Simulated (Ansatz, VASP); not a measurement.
**Te2Pt in VASP and in Ansatz**

```
CELL_PARAMETERS angstrom
4.05202 0.00000 0.00000
-2.02601 3.50915 0.00000
0.00000 0.00000 5.09394
ATOMIC_POSITIONS crystal
Te 0.33333 0.66667 0.26715
Te 0.66667 0.33333 0.73285
Pt 0.00000 0.00000 0.00000
```

Alike in both runs: functional PBE; dispersion D3(BJ); k mesh 12 × 12 × 8; occupations gaussian, width 0.1 eV; no spin polarisation.

Ansatz relaxed the structure, and its values are those at the end. VASP's run is a single point on that final structure, the one shown.

```csv
,VASP,Ansatz
version,VASP 6.6.1,Ansatz 0.2.0
potentials or method,"VASP PAW PBE potentials, release 64 (Te, Pt), cutoff 500 eV","scalar-relativistic, plane waves, PAW"
valence electrons in the cell,22,50
```

|  | VASP | Ansatz | Ansatz less VASP |
| --- | --- | --- | --- |
| gap on the k mesh at the Fermi level (eV) | none | none | - |
| pressure (GPa) | -0.2 | 0.0 | +0.22 |
| rms of the force components (eV/Å) | 0.005 | 0.002 | -0.0026 |

A gap of «none» marks a metal or a gap that the smearing closes. VASP's potentials hold 22 valence electrons a cell and Ansatz's 50, so a difference there can come from the potentials and not from the codes.

Spin-orbit coupling is off throughout.
